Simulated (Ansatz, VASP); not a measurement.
Mn3O4: VASP beside Ansatz

```xyz
14
Lattice="-2.8825 2.8825 4.7210 2.8825 -2.8825 4.7210 2.8825 2.8825 -4.7210" Properties=species:S:1:pos:R:3 pbc="T T T"
Mn    0.0000    0.0000    0.0000
Mn    0.0000    2.8825    2.3605
Mn    0.0000    1.4412    5.9013
Mn    1.4413    0.0000    3.5408
Mn    2.8825    1.4412    1.1803
Mn    1.4413    2.8825   -1.1803
O     0.0000    1.2810    3.6248
O     1.6015    0.0000    1.2643
O     2.8825    1.6015   -1.0962
O     4.1635    0.0000    1.2643
O     2.8825   -1.2810    3.4567
O     1.6015    2.8825    1.0962
O     2.8825    1.2810    3.4567
O     1.2810    0.0000    5.8172
```

Alike in both runs: task single point; functional r2SCAN; k mesh 5 × 5 × 5; occupations fermi-dirac, width 0.05 eV; no spin polarisation.

|  | VASP | Ansatz |
| --- | --- | --- |
| version | VASP 6.6.1 | Ansatz 0.2.0 |
| potentials or method | VASP PAW PBE potentials, release 64 (Mn_pv, O), cutoff 520 eV | PAW plane waves |
| valence electrons in the cell | 126 | 138 |

```csv
,VASP,Ansatz,Ansatz less VASP
pressure (GPa),-24.2,-24.5,-0.36
"traceless stress, the component that is largest in VASP (GPa)",-11.97,-11.57,+0.399
rms of the force components (eV/Å),0.713,0.703,-0.0098
```

VASP's potentials were made for PBE, not for r2SCAN. Atom by atom the forces differ by 0.010 eV/Å (rms over components). VASP's potentials hold 126 valence electrons a cell and Ansatz's 138, so a difference there can come from the potentials and not from the codes.
